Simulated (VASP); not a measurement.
# LiF (Fm-3m) in VASP: notebook

Runs on LiF. Level: LDA. Tasks: single point.

All numbers are computed with VASP 6.6.1; they aren't measurements. Logs are shortened: lines on timing, memory, paths and dates and some standing lists are left out, and cuts for length are marked.

### Step 1. The cell of the first run

Symmetry: Fm-3m, No. 225, cubic system. The conventional cell has a = 4.028 Å, b = 4.028 Å, c = 4.028 Å, α = 90.00°, β = 90.00°, γ = 90.00°. Li (site symmetry m-3m) has 6 F at 2.01 Å within 2.7 Å. F (site symmetry m-3m) has 6 Li at 2.01 Å within 2.7 Å.

### Step 2. Single point, LDA

The input, INCAR:

```
SYSTEM = LiF
PREC     = Accurate       ! precision mode
ENCUT    = 520            ! plane-wave cutoff, eV
EDIFF    = 1E-6           ! SCF threshold, eV
ISMEAR   = -1             ! smearing method
SIGMA    = 0.03           ! smearing width, eV
LREAL    = .FALSE.        ! projectors in reciprocal space
LASPH    = .TRUE.         ! aspherical terms in the spheres
NELM     = 100            ! most SCF steps
ALGO     = Normal         ! electronic algorithm
ISIF     = 2              ! what is computed and relaxed
LWAVE    = .FALSE.        ! write WAVECAR
LCHARG   = .FALSE.        ! write CHGCAR
GGA      = CA             ! functional
NBANDS   = 12             ! bands
```

The input, KPOINTS:

```
Automatic mesh
0
G
  10 10 10
  0 0 0
```

The input, POSCAR:

```
LiF
1.0
    0.0000000000      2.0140000000      2.0140000000
    2.0140000000      0.0000000000      2.0140000000
    2.0140000000      2.0140000000      0.0000000000
Li F
1 1
Direct
    0.0000000000      0.0000000000      0.0000000000
    0.5000000000      0.5000000000      0.5000000000
```

Potentials or basis: VASP PAW LDA potentials, release 64 (Li_sv, F).

Launch:

```sh
$ cat potpaw_LDA.64/Li_sv/POTCAR potpaw_LDA.64/F/POTCAR > POTCAR
$ mpirun -np 1 vasp_std > vasp.out
```

OUTCAR:

```text
SYSTEM = LiF
   PREC = Accurate
   ENCUT = 520
   EDIFF = 1E-6
   ISMEAR = -1
   LREAL = .FALSE.
   LASPH = .TRUE.
   NELM = 100
   ISIF = 2
   GGA = CA

 ion  position               nearest neighbor table
   1  0.000  0.000  0.000-   2 2.01   2 2.01   2 2.01   2 2.01   2 2.01   2 2.01
   2  0.500  0.500  0.500-   1 2.01   1 2.01   1 2.01   1 2.01   1 2.01   1 2.01

  LATTYP: Found a face centered cubic cell.
 ALAT       =     4.0280000000

  Lattice vectors:

 A1 = (   0.0000000000,   2.0140000000,   2.0140000000)
 A2 = (   2.0140000000,   0.0000000000,   2.0140000000)
 A3 = (   2.0140000000,   2.0140000000,   0.0000000000)

Analysis of symmetry for initial positions (statically):
=====================================================================
 Subroutine PRICEL returns:
 Original cell was already a primitive cell.

 Routine SETGRP: Setting up the symmetry group for a
 face centered cubic supercell.

 Subroutine GETGRP returns: Found 48 space group operations
 (whereof 48 operations were pure point group operations)
 out of a pool of 48 trial point group operations.

The static configuration has the point symmetry O_h .

Analysis of symmetry for dynamics (positions and initial velocities):
=====================================================================
 Subroutine PRICEL returns:
 Original cell was already a primitive cell.

 Routine SETGRP: Setting up the symmetry group for a
 face centered cubic supercell.

 Subroutine GETGRP returns: Found 48 space group operations
 (whereof 48 operations were pure point group operations)
 out of a pool of 48 trial point group operations.

The dynamic configuration has the point symmetry O_h .

 Subroutine INISYM returns: Found 48 space group operations
 (whereof 48 operations are pure point group operations),
 and found     1 'primitive' translations

----------------------------------------------------------------------------------------

                                     Primitive cell

  volume of cell :      16.3384

  direct lattice vectors                    reciprocal lattice vectors
     0.000000000  2.014000000  2.014000000    -0.248262165  0.248262165  0.248262165
     2.014000000  0.000000000  2.014000000     0.248262165 -0.248262165  0.248262165
     2.014000000  2.014000000  0.000000000     0.248262165  0.248262165 -0.248262165

  length of vectors
     2.848226115  2.848226115  2.848226115     0.430002683  0.430002683  0.430002683

  position of ions in fractional coordinates (direct lattice)
[... 83 lines left out ...]
   IBRION =     -1    ionic relax: 0-MD 1-quasi-New 2-CG
   NFREE  =      0    steps in history (QN), initial steepest desc. (CG)
   ISIF   =      2    stress and relaxation
   ISYM   =      2    0-nonsym 1-usesym 2-fastsym
   POTIM  = 0.5000    time-step for ionic-motion
   TEBEG  =    0.0;   TEEND  =   0.0 temperature during run
   PSTRESS=    0.0 pullay stress
   NELECT =      10.0000    total number of electrons
   NUPDOWN=      -1.0000    fix difference up-down
   EMIN   =  10.00;   EMAX   =-10.00  energy-range for DOS
   EFERMI =   0.00;   METHOD = LEGACY
   ISMEAR =    -1;   SIGMA  =   0.03  broadening in eV -4-tet -1-fermi 0-gaus
   EFERMI_NEDOS =   21; number of points for ismear=-14 and -15
   IALGO  =     38    algorithm
   IMIX   =      4    mixing-type and parameters
     AMIX     =   0.40;   BMIX     =  1.00
     AMIX_MAG =   1.60;   BMIX_MAG =  1.00
  volume/ion in A,a.u.               =       8.17        55.13
  Fermi-wavevector in a.u.,A,eV,Ry     =   1.389970  2.626662 26.286674  1.932016
  Thomas-Fermi vector in A             =   2.513950
   LORBIT       =      0    0 simple, 1 ext, 2 COOP (PROOUT), +10 PAW based schemes
   GGA     = CA    functional components
   LHFCALC =     F    Hartree Fock is set to
   AEXX    =    0.0000 exact exchange contribution
   IVDW    =     0    specifies the selected vdW correction
   LEPSILON=     F    determine dielectric tensor
   LRPA    =     F    only Hartree local field effects (RPA)
 non-spin polarized calculation
  energy-cutoff  :      520.00
  volume of cell :       16.34
 maximum number of plane-waves:       459
 NGX is ok and might be reduce to    24
   NGX = 11   NGY = 11   NGZ = 11

 number of electron      10.0000000 magnetization

 number of electron       9.9999992 magnetization

 Free energy of the ion-electron system (eV)
  ---------------------------------------------------
  ext. energy  EPLUGINS =         0.00000000
  ---------------------------------------------------
  free energy    TOTEN  =       -10.47181117 eV

  energy without entropy =      -10.47181117  energy(sigma->0) =      -10.47181117

 E-fermi :  -0.4878     XC(G=0): -10.6699

 val. band max:       -1.2986263747   @ k =   0.0000   0.0000   0.0000
 cond. band min:       7.5337419893   @ k =   0.0000   0.0000   0.0000
 fundamental gap:      8.8323683640
 Fermi energy:        -0.4877968787

 k-point     1 :       0.0000    0.0000    0.0000
  band No.  band energies     occupation
      1     -41.0494      2.00000
      2     -20.8677      2.00000
      3      -1.2986      2.00000
      4      -1.2986      2.00000
      5      -1.2986      2.00000
      6       7.5337      0.00000
      7      22.1570      0.00000
      8      22.1570      0.00000
      9      22.1570      0.00000
     10      22.6068      0.00000
     11      22.6068      0.00000
     12      22.6068      0.00000
[... 331 lines left out ...]
 k-point    24 :       0.4000    0.3000    0.0000
  band No.  band energies     occupation
      1     -40.9786      2.00000
      2     -20.3141      2.00000
      3      -3.6925      2.00000
      4      -2.2007      2.00000
      5      -2.0845      2.00000
      6      11.4441      0.00000
      7      15.0471      0.00000
      8      16.8483      0.00000
      9      18.3866      0.00000
     10      19.4640      0.00000
     11      32.3117      0.00000
     12      33.2224      0.00000

 [... further k-points ...]
[... 5 lines left out ...]
  --------------------------------------------------------------------------------------
  -------------------------------------------------------------------------------------
  Total       -0.6816888     -0.6816888     -0.6816888      0.0000000      0.0000000      0.0000000
  in kB      -66.8479925    -66.8479925    -66.8479925      0.0000000      0.0000000      0.0000000
  external PRESSURE =     -66.8479925 kB  Pullay stress =       0.0000000 kB

 VOLUME and BASIS-vectors are now :
 -----------------------------------------------------------------------------
  energy-cutoff  :      520.00
  volume of cell :       16.34
      direct lattice vectors                 reciprocal lattice vectors
     0.000000000  2.014000000  2.014000000    -0.248262165  0.248262165  0.248262165
     2.014000000  0.000000000  2.014000000     0.248262165 -0.248262165  0.248262165
     2.014000000  2.014000000  0.000000000     0.248262165  0.248262165 -0.248262165

 POSITION                                       TOTAL-FORCE (eV/Angst)
 -----------------------------------------------------------------------------------
      0.00000      0.00000      0.00000         0.000000      0.000000     -0.000000
      2.01400      2.01400      2.01400        -0.000000     -0.000000      0.000000
 -----------------------------------------------------------------------------------
    total drift:                               -0.000000     -0.000000      0.000000

  FREE ENERGIE OF THE ION-ELECTRON SYSTEM (eV)
  ---------------------------------------------------
  free  energy   TOTEN  =       -10.4718111693 eV

  energy  without entropy=      -10.4718111693  energy(sigma->0) =      -10.47181117
```

stdout:

```text
POSCAR found type information on POSCAR LiF
 POSCAR found :  2 types and       2 ions
 scaLAPACK will be used
 LDA part: xc-table for (Slater(with rela. corr.)+CA(PZ))
 , standard interpolation
 POSCAR, INCAR and KPOINTS ok, starting setup
 FFT: planning ... GRIDC
 FFT: planning ... GRID_SOFT
 FFT: planning ... GRID
 WAVECAR not read
 entering main loop
```

It took 9.9 s on 1 thread of AMD EPYC 7R43 (Zen 3), shared host; peak memory 0.09 GiB.

Results:

```yaml
Free_energy: -10.4718 eV
Band_gap_on_the_k_mesh: 8.83 eV, direct
```

Caveat: the cutoff is under 1.25 times the usual one of these potentials, so pressure, stress and relaxed cells hold a basis-set (Pulay) error. A k mesh can miss the band edges.

### Step 3. Single point, LDA (volume scaled by 0.95)

The input, INCAR:

```
SYSTEM = LiF
ALGO     = Normal         ! electronic algorithm
EDIFF    = 1E-7           ! SCF threshold, eV
ENCUT    = 520            ! plane-wave cutoff, eV
ISIF     = 2              ! what is computed and relaxed
ISMEAR   = -1             ! smearing method
LASPH    = .True.         ! aspherical terms in the spheres
LCHARG   = .True.         ! write CHGCAR
LELF     = .True.         ! ELF
LREAL    = .False.        ! projectors in reciprocal space
LVHAR    = .True.       
LWAVE    = .False.        ! write WAVECAR
NBANDS   = 12             ! bands
NELM     = 80             ! most SCF steps
PREC     = Accurate       ! precision mode
SIGMA    = 0.03           ! smearing width, eV
```

The input, KPOINTS:

```
k-points
0
Gamma
  10 10 10
  0 0 0
```

The input, POSCAR:

```
LiF
1.0
    0.0000000000      1.9798578110      1.9798578110
    1.9798578110      0.0000000000      1.9798578110
    1.9798578110      1.9798578110      0.0000000000
Li F
1 1
Direct
    0.0000000000      0.0000000000      0.0000000000
    0.5000000000      0.5000000000      0.5000000000
```

Potentials or basis: VASP PAW LDA potentials, release 64 (Li_sv, F).

Launch:

```sh
$ cat potpaw_LDA.64/Li_sv/POTCAR potpaw_LDA.64/F/POTCAR > POTCAR
$ mpirun -np 1 vasp_std > vasp.out
```

Run time: 13 s. Hardware: 1 thread of AMD EPYC 7R43 (Zen 3), shared host; peak memory 0.09 GiB.

Results (log left out):

| Item | Value |
| --- | --- |
| Free energy | -10.4955 eV |
| Band gap on the k mesh | 9.31 eV, direct |

Levels at points of the mesh, in eV from the valence-band top:
```
           k point  band 2  band 3  band 4  band 5  band 6  band 7  band 8  band 9
(0.00, 0.00, 0.00)  -19.71    0.00    0.00    0.00    9.31   24.12   24.12   24.12
(0.50, 0.00, 0.00)  -19.23   -2.74   -0.25   -0.25   10.64   16.99   18.81   18.81
(0.50, 0.50, 0.00)  -18.90   -3.35   -1.11   -1.11   14.90   16.26   17.76   20.36
```

Caveat: the cutoff is under 1.25 times the usual one of these potentials, so pressure, stress and relaxed cells hold a basis-set (Pulay) error.

### Step 4. Single point, LDA (volume scaled by 0.975)

The input, INCAR:

```
ALGO = Normal
EDIFF = 1E-6
ENCUT = 520
GGA = CA
ISIF = 2
ISMEAR = -1
LASPH = True
LCHARG = False
LREAL = False
LWAVE = False
NBANDS = 12
NELM = 100
PREC = Accurate
SIGMA = 0.03
```

The input, KPOINTS:

```
k-points
0
Gamma
  10 10 10
```

The input, POSCAR:

```
LiF
1.0
    0.0000000000      1.9970748301      1.9970748301
    1.9970748301      0.0000000000      1.9970748301
    1.9970748301      1.9970748301      0.0000000000
Li F
1 1
Direct
    0.0000000000      0.0000000000      0.0000000000
    0.5000000000      0.5000000000      0.5000000000
```

Launch:

```sh
$ cat potpaw_LDA.64/Li_sv/POTCAR potpaw_LDA.64/F/POTCAR > POTCAR
$ mpirun -np 1 vasp_std > vasp.out
```

It took 11 s on 1 thread of AMD EPYC 7R43 (Zen 3), shared host; peak memory 0.08 GiB.

It converged, with:

* Free energy: -10.4858 eV
* Band gap on the k mesh: 9.07 eV, direct

Levels at points of the mesh, in eV from the valence-band top:
| k point | band 1 | band 2 | band 3 | band 4 | band 5 | band 6 | band 7 | band 8 | band 9 | band 10 |
| --- | --- | --- | --- | --- | --- | --- | --- | --- | --- | --- |
| (0.00, 0.00, 0.00) | -39.70 | -19.64 | 0.00 | 0.00 | 0.00 | 9.07 | 23.78 | 23.78 | 23.78 | 24.15 |
| (0.50, 0.00, 0.00) | -39.62 | -19.17 | -2.66 | -0.24 | -0.24 | 10.50 | 16.67 | 18.61 | 18.61 | 30.35 |
| (0.50, 0.50, 0.00) | -39.60 | -18.86 | -3.23 | -1.07 | -1.07 | 14.65 | 16.14 | 17.44 | 20.05 | 20.05 |

Caveat: the cutoff is under 1.25 times the usual one of these potentials, so pressure, stress and relaxed cells hold a basis-set (Pulay) error. A k mesh can miss the band edges.

### Step 5. Single point, LDA (volume scaled by 1.025)

The input, INCAR:

```
ALGO     = Normal         # electronic algorithm
EDIFF    = 1E-6           # SCF threshold, eV
ENCUT    = 520            # plane-wave cutoff, eV
GGA      = CA             # functional
ISIF     = 2              # what is computed and relaxed
ISMEAR   = -1             # smearing method
LASPH    = T              # aspherical terms in the spheres
LCHARG   = F              # write CHGCAR
LREAL    = F              # projectors in reciprocal space
LWAVE    = F              # write WAVECAR
NBANDS   = 12             # bands
NELM     = 100            # most SCF steps
PREC     = Accurate       # precision mode
SIGMA    = 0.03           # smearing width, eV
```

KPOINTS is that of step 4.

The input, POSCAR:

```
LiF
1.0
    0.0000000000      2.0306453829      2.0306453829
    2.0306453829      0.0000000000      2.0306453829
    2.0306453829      2.0306453829      0.0000000000
Li F
1 1
Direct
    0.0000000000      0.0000000000      0.0000000000
    0.5000000000      0.5000000000      0.5000000000
```

Launch:

```sh
$ cat potpaw_LDA.64/Li_sv/POTCAR potpaw_LDA.64/F/POTCAR > POTCAR
$ mpirun -np 1 vasp_std > vasp.out
```

It took 11 s on 1 thread of AMD EPYC 7R43 (Zen 3), shared host; peak memory 0.09 GiB.

It converged, with:

| Property | Result |
| --- | --- |
| Free energy | -10.4542 eV |
| Band gap on the k mesh | 8.62 eV, direct |

Levels at points of the mesh, in eV from the valence-band top:
| k point | band 1 | band 2 | band 3 | band 4 | band 5 | band 6 | band 7 | band 8 | band 9 | band 10 |
| --- | --- | --- | --- | --- | --- | --- | --- | --- | --- | --- |
| (0.00, 0.00, 0.00) | -39.80 | -19.50 | 0.00 | 0.00 | 0.00 | 8.62 | 23.14 | 23.14 | 23.14 | 23.67 |
| (0.50, 0.00, 0.00) | -39.74 | -19.07 | -2.51 | -0.22 | -0.22 | 10.25 | 16.09 | 18.23 | 18.23 | 29.46 |
| (0.50, 0.50, 0.00) | -39.73 | -18.80 | -3.01 | -0.99 | -0.99 | 14.19 | 15.91 | 16.84 | 19.48 | 19.48 |

Caveat: the cutoff is under 1.25 times the usual one of these potentials, so pressure, stress and relaxed cells hold a basis-set (Pulay) error.

### Step 6. Single point, LDA (volume scaled by 1.05)

The input, INCAR:

```
ALGO = Normal ; EDIFF = 1E-6
ENCUT = 520 ; ISIF = 2
ISMEAR = -1 ; LASPH = T
LCHARG = F ; LREAL = F
LWAVE = F ; NBANDS = 12
NELM = 60 ; PREC = Accurate
SIGMA = 0.03
```

KPOINTS is that of step 5.

The input, POSCAR:

```
LiF
1.0
    0.0000000000      2.0470222626      2.0470222626
    2.0470222626      0.0000000000      2.0470222626
    2.0470222626      2.0470222626      0.0000000000
Li F
1 1
Direct
    0.0000000000      0.0000000000      0.0000000000
    0.5000000000      0.5000000000      0.5000000000
```

Potentials or basis: VASP PAW LDA potentials, release 64 (Li_sv, F).

Launch:

```sh
$ cat potpaw_LDA.64/Li_sv/POTCAR potpaw_LDA.64/F/POTCAR > POTCAR
$ mpirun -np 1 vasp_std > vasp.out
```

Run time: 12 s. Hardware: 1 thread of AMD EPYC 7R43 (Zen 3), shared host; peak memory 0.09 GiB.

It converged, with:

```
Free energy            : -10.4331 eV
Band gap on the k mesh : 8.41 eV, direct
```

Levels at points of the mesh, in eV from the valence-band top:
```tsv
k point	band 2	band 3	band 4	band 5	band 6	band 7	band 8	band 9
(0.00, 0.00, 0.00)	-19.44	0.00	0.00	0.00	8.41	22.84	22.84	22.84
(0.50, 0.00, 0.00)	-19.02	-2.44	-0.22	-0.22	10.13	15.81	18.04	18.04
(0.50, 0.50, 0.00)	-18.77	-2.91	-0.96	-0.96	13.97	15.80	16.55	19.21
```

Caveat: the cutoff is under 1.25 times the usual one of these potentials, so pressure, stress and relaxed cells hold a basis-set (Pulay) error. A k mesh can miss the band edges.

### Step 7. Overview

```tsv
cell	gap on the mesh (eV)
a = 2.848 Å, angles 60.0°, 2 atoms	8.83
a = 2.800 Å, angles 60.0°, 2 atoms	9.31
a = 2.824 Å, angles 60.0°, 2 atoms	9.07
a = 2.872 Å, angles 60.0°, 2 atoms	8.62
a = 2.895 Å, angles 60.0°, 2 atoms	8.41
```

Alike in all rows: task single point; level LDA; potentials or basis VASP PAW LDA potentials, release 64 (Li_sv, F); no spin polarisation; k mesh 10 × 10 × 10; cutoff (eV) 520; smearing fermi-dirac 0.03 eV.

Caveats: the cutoff is under 1.25 times the usual one of these potentials, so pressure, stress and relaxed cells hold a basis-set (Pulay) error.

Total energies depend on the potentials used, so only differences within one code and one set of settings carry meaning.
